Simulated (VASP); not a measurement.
# AlPt (Pm-3m) in VASP: notebook

AlPt is run at these levels: r2SCAN; tasks: single point.

Everything below comes from runs of VASP 6.6.1. Logs are shortened: lines on timing, memory, paths and dates and some standing lists are left out, and cuts for length are marked.

### 1 The cell of the first run

Symmetry: Pm-3m, No. 221, cubic system. The conventional cell has a = 3.007 Å, b = 3.007 Å, c = 3.007 Å, α = 90.00°, β = 90.00°, γ = 90.00°. Within 3.4 Å of Al (site symmetry m-3m) lie 8 Pt at 2.60 Å and 6 Al at 3.01 Å. Pt (site symmetry m-3m) has 8 Al at 2.60 Å and 6 Pt at 3.01 Å within 3.4 Å.

### 2 Single point, r2SCAN

POSCAR reads:

```
AlPt
1.0
    3.0068030953      0.0000000000      0.0000000000
    0.0000000000      3.0068030953      0.0000000000
    0.0000000000      0.0000000000      3.0068030953
Al Pt
1 1
Direct
    0.0000000000      0.0000000000      0.0000000000
    0.5000000000      0.5000000000      0.5000000000
```

INCAR.step1 reads:

```
SYSTEM = AlPt
PREC     = Accurate       ! precision mode
ENCUT    = 520            ! plane-wave cutoff, eV
ISMEAR   = 1              ! smearing method
SIGMA    = 0.05           ! smearing width, eV
LREAL    = .False.        ! projectors in reciprocal space
LASPH    = .True.         ! aspherical terms in the spheres
NELM     = 80             ! most SCF steps
NBANDS   = 14             ! bands
GGA      = PE             ! functional
ALGO     = Normal         ! electronic algorithm
EDIFF    = 1E-4           ! SCF threshold, eV
LWAVE    = .True.         ! write WAVECAR
LCHARG   = .False.        ! write CHGCAR
```

INCAR.step2 reads:

```
SYSTEM = AlPt
PREC     = Accurate       ! precision mode
ENCUT    = 520            ! plane-wave cutoff, eV
EDIFF    = 1E-6           ! SCF threshold, eV
ISMEAR   = 1              ! smearing method
SIGMA    = 0.05           ! smearing width, eV
LREAL    = .False.        ! projectors in reciprocal space
LASPH    = .True.         ! aspherical terms in the spheres
NELM     = 80             ! most SCF steps
ALGO     = Normal         ! electronic algorithm
ISIF     = 2              ! what is computed and relaxed
LWAVE    = .False.        ! write WAVECAR
LCHARG   = .False.        ! write CHGCAR
METAGGA  = R2SCAN         ! meta-GGA
LMIXTAU  = .True.       
NBANDS   = 14             ! bands
ISTART   = 1
```

KPOINTS reads:

```
Automatic mesh
0
Gamma
  11 11 11
  0 0 0
```

Potentials or basis: VASP PAW PBE potentials, release 64 (Al, Pt).

Started as:

```console
cat potpaw_PBE.64/Al/POTCAR potpaw_PBE.64/Pt/POTCAR > POTCAR
cp INCAR.step1 INCAR
mpirun -np 1 vasp_std > vasp.out
cp INCAR.step2 INCAR
mpirun -np 1 vasp_std > vasp.out
```

OUTCAR:

```text
SYSTEM = AlPt
   PREC = Accurate
   ENCUT = 520
   EDIFF = 1E-6
   ISMEAR = 1
   LREAL = .False.
   LASPH = .True.
   NELM = 80
   ISIF = 2
   METAGGA = R2SCAN
   ISTART = 1

 ion  position               nearest neighbor table
   1  0.000  0.000  0.000-   2 2.60   2 2.60   2 2.60   2 2.60   2 2.60   2 2.60   2 2.60   2 2.60

   2  0.500  0.500  0.500-   1 2.60   1 2.60   1 2.60   1 2.60   1 2.60   1 2.60   1 2.60   1 2.60

  LATTYP: Found a simple cubic cell.
 ALAT       =     3.0068030953

  Lattice vectors:

 A1 = (   3.0068030953,   0.0000000000,   0.0000000000)
 A2 = (   0.0000000000,   3.0068030953,   0.0000000000)
 A3 = (   0.0000000000,   0.0000000000,   3.0068030953)

Analysis of symmetry for initial positions (statically):
=====================================================================
 Subroutine PRICEL returns:
 Original cell was already a primitive cell.

 Routine SETGRP: Setting up the symmetry group for a
 simple cubic supercell.

 Subroutine GETGRP returns: Found 48 space group operations
 (whereof 48 operations were pure point group operations)
 out of a pool of 48 trial point group operations.

The static configuration has the point symmetry O_h .

Analysis of symmetry for dynamics (positions and initial velocities):
=====================================================================
 Subroutine PRICEL returns:
 Original cell was already a primitive cell.

 Routine SETGRP: Setting up the symmetry group for a
 simple cubic supercell.

 Subroutine GETGRP returns: Found 48 space group operations
 (whereof 48 operations were pure point group operations)
 out of a pool of 48 trial point group operations.

The dynamic configuration has the point symmetry O_h .

 Subroutine INISYM returns: Found 48 space group operations
 (whereof 48 operations are pure point group operations),
 and found     1 'primitive' translations

----------------------------------------------------------------------------------------

                                     Primitive cell

  volume of cell :      27.1841

  direct lattice vectors                    reciprocal lattice vectors
     3.006803095  0.000000000  0.000000000     0.332579144  0.000000000  0.000000000
     0.000000000  3.006803095  0.000000000     0.000000000  0.332579144  0.000000000
     0.000000000  0.000000000  3.006803095     0.000000000  0.000000000  0.332579144

  length of vectors
     3.006803095  3.006803095  3.006803095     0.332579144  0.332579144  0.332579144

  position of ions in fractional coordinates (direct lattice)
     0.000000000  0.000000000  0.000000000
     0.500000000  0.500000000  0.500000000

  ion indices of the primitive-cell ions
   primitive index   ion index
                 1           1
                 2           2

----------------------------------------------------------------------------------------

 KPOINTS: Automatic mesh

Automatic generation of k-mesh.
 Grid dimensions read from file:
 generate k-points for:   11   11   11

 Generating k-lattice:

  Cartesian coordinates                     Fractional coordinates (reciprocal lattice)
     0.030234468  0.000000000  0.000000000     0.090909091  0.000000000  0.000000000
     0.000000000  0.030234468  0.000000000     0.000000000  0.090909091  0.000000000
     0.000000000  0.000000000  0.030234468     0.000000000  0.000000000  0.090909091

  Length of vectors
     0.030234468  0.030234468  0.030234468

  Shift w.r.t. Gamma in fractional coordinates (k-lattice)
     0.000000000  0.000000000  0.000000000

 Subroutine IBZKPT returns following result:
 ===========================================

 Found     56 irreducible k-points:

 Following reciprocal coordinates:
            Coordinates               Weight
  0.000000  0.000000  0.000000      1.000000
  0.090909  0.000000  0.000000      6.000000
  0.181818  0.000000  0.000000      6.000000
  0.272727  0.000000  0.000000      6.000000
  0.363636  0.000000  0.000000      6.000000
  0.454545  0.000000  0.000000      6.000000
[... 16 lines left out ...]
[... 46 lines left out ...]
 fundamental gap:      0.2259410211
 Fermi energy:        12.1047974668

 k-point     1 :       0.0000    0.0000    0.0000
  band No.  band energies     occupation
      1      -0.9784      2.00000
      2       5.4330      2.00000
      3       5.4330      2.00000
      4       8.9917      2.00000
      5       8.9917      2.00000
      6       8.9917      2.00000
      7      16.3125      0.00000
      8      16.3125      0.00000
      9      16.3125      0.00000
     10      21.7234      0.00000
     11      21.7234      0.00000
     12      23.8721      0.00000
     13      30.9833      0.00000
     14      30.9833      0.00000

 k-point     2 :       0.0909    0.0000    0.0000
  band No.  band energies     occupation
      1      -0.8076      2.00000
      2       5.4842      2.00000
      3       5.4986      2.00000
      4       8.8172      2.00000
      5       8.8172      2.00000
      6       9.0099      2.00000
      7      15.3959      0.00000
      8      16.6235      0.00000
      9      16.6235      0.00000
     10      21.3641      0.00000
     11      22.2578      0.00000
     12      24.5925      0.00000
     13      30.3879      0.00000
     14      30.3879      0.00000

 k-point     3 :       0.1818    0.0000    0.0000
  band No.  band energies     occupation
      1      -0.3081      2.00000
      2       5.6259      2.00000
      3       5.6329      2.00000
      4       8.3977      2.00000
      5       8.3977      2.00000
      6       9.0594      2.00000
      7      13.7065      0.00000
      8      17.4497      0.00000
      9      17.4497      0.00000
     10      20.4972      0.00000
     11      22.7951      0.00000
     12      26.7551      0.00000
     13      28.8736      0.00000
     14      28.8736      0.00000
[... 324 lines left out ...]
 k-point    23 :       0.1818    0.0909    0.0909
  band No.  band energies     occupation
      1       0.0227      2.00000
      2       5.7519      2.00000
      3       5.7683      2.00000
      4       8.1721      2.00000
      5       8.2430      2.00000
      6       8.7267      2.00000
      7      14.2239      0.00000
      8      16.6707      0.00000
      9      16.6879      0.00000
     10      21.5466      0.00000
     11      23.5267      0.00000
     12      27.0813      0.00000
     13      27.7748      0.00000
     14      28.5420      0.00000

 k-point    24 :       0.2727    0.0909    0.0909
  band No.  band energies     occupation
      1       0.7983      2.00000
      2       5.7410      2.00000
      3       5.9485      2.00000
      4       7.7340      2.00000
      5       7.8194      2.00000
      6       8.8005      2.00000
      7      12.6517     -0.00000
      8      17.5824      0.00000
      9      17.6115      0.00000
     10      20.7809      0.00000
     11      24.3796      0.00000
     12      25.7236      0.00000
     13      27.0894      0.00000
     14      28.9290      0.00000

 [... further k-points ...]

------------------------ aborting loop because EDIFF is reached ----------------------------------------

  FORCE on cell =-STRESS in cart. coord.  units (eV):
  Direction    XX          YY          ZZ          XY          YZ          ZX
  --------------------------------------------------------------------------------------
  -------------------------------------------------------------------------------------
  Total        2.3102358      2.3102358      2.3102358     -0.0000000     -0.0000000      0.0000000
  in kB      136.1607481    136.1607481    136.1607481     -0.0000000     -0.0000000      0.0000000
  external PRESSURE =     136.1607481 kB  Pullay stress =       0.0000000 kB

 VOLUME and BASIS-vectors are now :
 -----------------------------------------------------------------------------
  energy-cutoff  :      520.00
  volume of cell :       27.18
      direct lattice vectors                 reciprocal lattice vectors
     3.006803095  0.000000000  0.000000000     0.332579144  0.000000000  0.000000000
     0.000000000  3.006803095  0.000000000     0.000000000  0.332579144  0.000000000
     0.000000000  0.000000000  3.006803095     0.000000000  0.000000000  0.332579144

 POSITION                                       TOTAL-FORCE (eV/Angst)
 -----------------------------------------------------------------------------------
      0.00000      0.00000      0.00000         0.000000      0.000000      0.000000
      1.50340      1.50340      1.50340         0.000000      0.000000      0.000000
 -----------------------------------------------------------------------------------
    total drift:                                0.000000     -0.000000     -0.000000

  FREE ENERGIE OF THE ION-ELECTRON SYSTEM (eV)
  ---------------------------------------------------
  free  energy   TOTEN  =       -60.1637015582 eV

  energy  without entropy=      -60.1634745596  energy(sigma->0) =      -60.16362589
```

Run time: 22 s. Hardware: 1 thread of Intel Xeon 6975P-C (Granite Rapids), shared host; peak memory 0.16 GiB.

Results:

```
Free energy : -60.1637 eV
Pressure    : 13.6 GPa
```

Levels at points of the mesh, in eV from the Fermi level:
| k point | band 3 | band 4 | band 5 | band 6 | band 7 | band 8 | band 9 | band 10 |
| --- | --- | --- | --- | --- | --- | --- | --- | --- |
| (0.00, 0.00, 0.00) | -6.67 | -3.11 | -3.11 | -3.11 | 4.21 | 4.21 | 4.21 | 9.62 |

Caveat: the PAW data sets were made with another functional, which shifts forces and pressure a little; spin-orbit coupling is left out, which moves the levels of the heavy elements.

### 3 Single point, r2SCAN

This run uses another cell than the first one, of 13.99 Å³/atom, 1.029 times its volume.

POSCAR reads:

```
AlPt
1.0
    3.0355780791      0.0000000000      0.0000000000
    0.0000000000      3.0355780791      0.0000000000
    0.0000000000      0.0000000000      3.0355780791
Al Pt
1 1
Direct
    0.0000000000      0.0000000000      0.0000000000
    0.5000000000      0.5000000000      0.5000000000
```

INCAR.step1 reads:

```
SYSTEM = AlPt
ALGO = Normal ; EDIFF = 1E-4
ENCUT = 520 ; GGA = PE
ISMEAR = 1 ; LASPH = .TRUE.
LCHARG = .FALSE. ; LREAL = .FALSE.
LWAVE = .TRUE. ; NBANDS = 14
NELM = 60 ; PREC = Accurate
SIGMA = 0.05
```

INCAR.step2 reads:

```
SYSTEM = AlPt
ALGO = Normal ; EDIFF = 1E-6
ENCUT = 520 ; ISIF = 2
ISMEAR = 1 ; ISTART = 1
LASPH = .TRUE. ; LCHARG = .TRUE.
LELF = .TRUE. ; LMIXTAU = .TRUE.
LREAL = .FALSE. ; LVHAR = .TRUE.
LWAVE = .FALSE. ; METAGGA = R2SCAN
NBANDS = 14 ; NELM = 60
PREC = Accurate ; SIGMA = 0.05
```

KPOINTS reads:

```
k-points
0
G
  11 11 11
  0 0 0
```

Potentials or basis: VASP PAW PBE potentials, release 64 (Al, Pt).

Started as:

```console
cat potpaw_PBE.64/Al/POTCAR potpaw_PBE.64/Pt/POTCAR > POTCAR
cp INCAR.step1 INCAR
mpirun -np 1 vasp_std > vasp.out
cp INCAR.step2 INCAR
mpirun -np 1 vasp_std > vasp.out
```

It took 24 s on 1 thread of Intel Xeon 6975P-C (Granite Rapids), shared host; peak memory 0.16 GiB.

Results (log left out):

```yaml
Free_energy: -60.2127 eV
Pressure: 6.5 GPa
```

Levels at points of the mesh, in eV from the Fermi level:
```
           k point  band 4  band 5  band 6  band 7  band 8  band 9
(0.00, 0.00, 0.00)   -3.02   -3.02   -3.02    4.16    4.16    4.16
```

Caveat: the PAW data sets were made with another functional, which shifts forces and pressure a little; spin-orbit coupling is left out, which moves the levels of the heavy elements.

### 4 Single point, r2SCAN

This run uses another cell than the first one, of 14.38 Å³/atom, 1.058 times its volume.

POSCAR reads:

```
AlPt
1.0
    3.0638176364      0.0000000000      0.0000000000
    0.0000000000      3.0638176364      0.0000000000
    0.0000000000      0.0000000000      3.0638176364
Al Pt
1 1
Direct
    0.0000000000      0.0000000000      0.0000000000
    0.5000000000      0.5000000000      0.5000000000
```

INCAR.step1 reads:

```
  PREC = Accurate
  ENCUT = 520
  ISMEAR = 1
  SIGMA = 0.05
  LREAL = F
  LASPH = T
  NELM = 100
  NBANDS = 14
  GGA = PE
  ALGO = Normal
  EDIFF = 1E-4
  LWAVE = T
  LCHARG = F
```

INCAR.step2 reads:

```
  PREC = Accurate
  ENCUT = 520
  EDIFF = 1E-6
  ISMEAR = 1
  SIGMA = 0.05
  LREAL = F
  LASPH = T
  NELM = 100
  ALGO = Normal
  ISIF = 2
  LWAVE = F
  LCHARG = F
  METAGGA = R2SCAN
  LMIXTAU = T
  NBANDS = 14
  ISTART = 1
```

KPOINTS reads:

```
regular mesh
0
Gamma
  11 11 11
```

Started as:

```console
cat potpaw_PBE.64/Al/POTCAR potpaw_PBE.64/Pt/POTCAR > POTCAR
cp INCAR.step1 INCAR
mpirun -np 1 vasp_std > vasp.out
cp INCAR.step2 INCAR
mpirun -np 1 vasp_std > vasp.out
```

Wall time 22 s (1 thread of Intel Xeon 6975P-C (Granite Rapids), shared host); peak memory 0.16 GiB.

It converged, with:

```yaml
Free_energy: -60.2292 eV
Pressure: 0.3 GPa
```

Levels at points of the mesh, in eV from the Fermi level:
| k point | band 3 | band 4 | band 5 | band 6 | band 7 | band 8 | band 9 | band 10 |
| --- | --- | --- | --- | --- | --- | --- | --- | --- |
| (0.00, 0.00, 0.00) | -6.16 | -2.92 | -2.92 | -2.92 | 4.13 | 4.13 | 4.13 | 9.44 |

Caveat: the PAW data sets were made with another functional, which shifts forces and pressure a little; spin-orbit coupling is left out, which moves the levels of the heavy elements.

### 5 Single point, r2SCAN

This run uses another cell than the first one, of 14.77 Å³/atom, 1.087 times its volume.

POSCAR reads:

```
AlPt
1.0
    3.0915460000      0.0000000000      0.0000000000
    0.0000000000      3.0915460000      0.0000000000
    0.0000000000      0.0000000000      3.0915460000
Al Pt
1 1
Direct
    0.0000000000      0.0000000000      0.0000000000
    0.5000000000      0.5000000000      0.5000000000
```

INCAR.step1 reads:

```
SYSTEM = AlPt
PREC     = Accurate       ! precision mode
ENCUT    = 520            ! plane-wave cutoff, eV
ISMEAR   = 1              ! smearing method
SIGMA    = 0.05           ! smearing width, eV
LREAL    = .False.        ! projectors in reciprocal space
LASPH    = .True.         ! aspherical terms in the spheres
NELM     = 60             ! most SCF steps
NBANDS   = 14             ! bands
GGA      = PE             ! functional
ALGO     = Normal         ! electronic algorithm
EDIFF    = 1E-4           ! SCF threshold, eV
LWAVE    = .True.         ! write WAVECAR
LCHARG   = .False.        ! write CHGCAR
```

INCAR.step2 reads:

```
SYSTEM = AlPt
PREC     = Accurate       ! precision mode
ENCUT    = 520            ! plane-wave cutoff, eV
EDIFF    = 1E-7           ! SCF threshold, eV
ISMEAR   = 1              ! smearing method
SIGMA    = 0.05           ! smearing width, eV
LREAL    = .False.        ! projectors in reciprocal space
LASPH    = .True.         ! aspherical terms in the spheres
NELM     = 60             ! most SCF steps
ALGO     = Normal         ! electronic algorithm
ISIF     = 2              ! what is computed and relaxed
LWAVE    = .False.        ! write WAVECAR
LCHARG   = .True.         ! write CHGCAR
METAGGA  = R2SCAN         ! meta-GGA
LMIXTAU  = .True.       
LELF     = .True.         ! ELF
LVHAR    = .True.       
NBANDS   = 14             ! bands
ISTART   = 1
```

KPOINTS reads:

```
Automatic mesh
0
Gamma
  11 11 11
  0 0 0
```

Started as:

```console
cat potpaw_PBE.64/Al/POTCAR potpaw_PBE.64/Pt/POTCAR > POTCAR
cp INCAR.step1 INCAR
mpirun -np 1 vasp_std > vasp.out
cp INCAR.step2 INCAR
mpirun -np 1 vasp_std > vasp.out
```

Run time: 25 s. Hardware: 1 thread of Intel Xeon 6975P-C (Granite Rapids), shared host; peak memory 0.16 GiB.

The run converged. Its results:

| Property | Result |
| --- | --- |
| Free energy | -60.2175 eV |
| Pressure | -4.9 GPa |

Levels at points of the mesh, in eV from the Fermi level:
| k point | band 3 | band 4 | band 5 | band 6 | band 7 | band 8 | band 9 | band 10 |
| --- | --- | --- | --- | --- | --- | --- | --- | --- |
| (0.00, 0.00, 0.00) | -5.92 | -2.82 | -2.82 | -2.82 | 4.10 | 4.10 | 4.10 | 9.36 |

Caveat: the PAW data sets were made with another functional, which shifts forces and pressure a little; spin-orbit coupling is left out, which moves the levels of the heavy elements.

### 6 Single point, r2SCAN

This run uses another cell than the first one, of 15.17 Å³/atom, 1.116 times its volume.

POSCAR reads:

```
AlPt
1.0
    3.1187856943      0.0000000000      0.0000000000
    0.0000000000      3.1187856943      0.0000000000
    0.0000000000      0.0000000000      3.1187856943
Al Pt
1 1
Direct
    0.0000000000      0.0000000000      0.0000000000
    0.5000000000      0.5000000000      0.5000000000
```

INCAR.step1 reads:

```
  ALGO = Normal
  EDIFF = 1E-4
  ENCUT = 520
  GGA = PE
  ISMEAR = 1
  LASPH = True
  LCHARG = False
  LREAL = False
  LWAVE = True
  NBANDS = 14
  NELM = 80
  PREC = Accurate
  SIGMA = 0.05
```

INCAR.step2 reads:

```
  ALGO = Normal
  EDIFF = 1E-6
  ENCUT = 520
  ISIF = 2
  ISMEAR = 1
  ISTART = 1
  LASPH = True
  LCHARG = True
  LELF = True
  LMIXTAU = True
  LREAL = False
  LVHAR = True
  LWAVE = False
  METAGGA = R2SCAN
  NBANDS = 14
  NELM = 80
  PREC = Accurate
  SIGMA = 0.05
```

KPOINTS reads:

```
k-points
0
Gamma
  11 11 11
```

Potentials or basis: VASP PAW PBE potentials, release 64 (Al, Pt).

Started as:

```console
cat potpaw_PBE.64/Al/POTCAR potpaw_PBE.64/Pt/POTCAR > POTCAR
cp INCAR.step1 INCAR
mpirun -np 1 vasp_std > vasp.out
cp INCAR.step2 INCAR
mpirun -np 1 vasp_std > vasp.out
```

Wall time 20 s (1 thread of Intel Xeon 6975P-C (Granite Rapids), shared host); peak memory 0.16 GiB.

The run converged. Its results:

```yaml
Free_energy: -60.1818 eV
Pressure: -9.5 GPa
```

Levels at points of the mesh, in eV from the Fermi level:
| k point | band 3 | band 4 | band 5 | band 6 | band 7 | band 8 | band 9 | band 10 |
| --- | --- | --- | --- | --- | --- | --- | --- | --- |
| (0.00, 0.00, 0.00) | -5.69 | -2.73 | -2.73 | -2.73 | 4.08 | 4.08 | 4.08 | 9.28 |

Caveat: the PAW data sets were made with another functional, which shifts forces and pressure a little; spin-orbit coupling is left out, which moves the levels of the heavy elements.

### 7 Summary

```csv
cell,gap on the mesh (eV),pressure (GPa)
"a = 3.007 Å, 2 atoms",none,13.6
"a = 3.036 Å, 2 atoms",none,6.5
"a = 3.064 Å, 2 atoms",none,0.3
"a = 3.092 Å, 2 atoms",none,-4.9
"a = 3.119 Å, 2 atoms",none,-9.5
```

Alike in all rows: task single point; level r2SCAN; potentials or basis VASP PAW PBE potentials, release 64 (Al, Pt); no spin polarisation; k mesh 11 × 11 × 11; cutoff (eV) 520; smearing methfessel-paxton 0.05 eV.

Caveats: the PAW data sets were made with another functional, which shifts forces and pressure a little; spin-orbit coupling is left out, which moves the levels of the heavy elements.

Absolute energies hang on the potentials; compare differences alone.
